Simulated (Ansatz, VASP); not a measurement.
## Mo: VASP beside Ansatz

INCAR

```
SYSTEM = Mo
  ALGO = Normal
  EDIFF = 1E-6
  EDIFFG = -0.05
  ENCUT = 600
  GGA = PS
  IBRION = 2
  ISIF = 3
  ISMEAR = 0
  LASPH = .True.
  LCHARG = .False.
  LREAL = .False.
  LWAVE = .False.
  NELM = 80
  NSW = 100
  PREC = Accurate
  SIGMA = 0.1
```

The input KPOINTS:

```
k-points
0
Gamma
  9 9 6
  0 0 0
```

The input POSCAR:

```
Mo
1.0
    2.7553624600      0.0000000000      0.0000000000
   -1.3776812300      2.3862138900      0.0000000000
    0.0000000000      0.0000000000      4.3603320800
Mo
2
Direct
    0.3333333300      0.6666666700      0.2500000000
    0.6666666700      0.3333333300      0.7500000000
```

Input for Ansatz:

```yaml
crystal:
  lattice:
    - [2.75536246, 0.0, 0.0]
    - [-1.37768123, 2.38621389, 0.0]
    - [0.0, 0.0, 4.36033208]
  atoms:
    - { symbol: Mo, position: [0.33333333, 0.66666667, 0.25] }
    - { symbol: Mo, position: [0.66666667, 0.33333333, 0.75] }
basis:
  ecutwfc: 420
kpoints:
  mp_grid: { grid: [9, 9, 6] }
hamiltonian:
  xc: pbesol
scf:
  occupations: { method: gaussian, width: 0.1 }
output:
  forces: true
  stress: true
  eigenvalues: true
relax:
  adjacent_minimum: "off"
  f_tol: 0.05
  max_steps: 80
  cell: { stress_tol: 0.5 }
```

Alike in both runs: task relaxation of cell and atoms; functional PBEsol; k mesh 9 × 9 × 6; occupations gaussian, width 0.1 eV; no spin polarisation.

```csv
,VASP,Ansatz
version,VASP 6.6.1,Ansatz 0.2.0
potentials or method,"VASP PAW PBE potentials, release 64 (Mo_sv), cutoff 600 eV","scalar-relativistic, plane waves, PAW"
valence electrons in the cell,28,28
```

|  | VASP | Ansatz | Ansatz less VASP |
| --- | --- | --- | --- |
| gap on the k mesh at the Fermi level, each at its own relaxed structure (eV) | none | none | - |
| relaxed volume (Å³/atom) | 15.60 | 15.57 | -0.027 |
| relaxed cell length with the largest relative difference (Å) | 4.826 | 4.820 | -0.0057 |

VASP's potentials were made for PBE, not for PBEsol. A gap of «none» marks a metal or a gap that the smearing closes.
